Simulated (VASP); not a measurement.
A run of VASP 6.6.1 is set up as follows.

File INCAR:

```
SYSTEM = Ti
  ALGO = Normal
  EDIFF = 1E-6
  ENCUT = 500
  GGA = PE
  GGA_COMPAT = .False.
  ISIF = 2
  ISMEAR = -1
  LASPH = .True.
  LCHARG = .True.
  LELF = .True.
  LREAL = .False.
  LVHAR = .True.
  LWAVE = .False.
  NBANDS = 19
  NELM = 120
  PREC = Accurate
  SIGMA = 0.15
```

The input KPOINTS:

```
k-points
0
Gamma
  18 18 10
  0 0 0
```

The input POSCAR:

```
Ti
1.0
    2.9405230319      0.0000000000      0.0000000000
   -1.4702615159      2.5465676460      0.0000000000
    0.0000000000      0.0000000000      4.6640088940
Ti
2
Direct
    0.3333333333      0.6666666667      0.2500000000
    0.6666666667      0.3333333333      0.7500000000
```

Potentials or basis: VASP PAW PBE potentials, release 64 (Ti_sv).

The run is started by

```console
$ cat potpaw_PBE.64/Ti_sv/POTCAR > POTCAR
$ mpirun -np 1 vasp_std > vasp.out
```

**Question.** Estimate the band gap on the k mesh.

**Answer.** Zero (band 12 reaches 9.06 eV, above the bottom of band 13 at 7.95 eV).

**Question.** Predict the pressure.

**Answer.** -0.3 GPa.
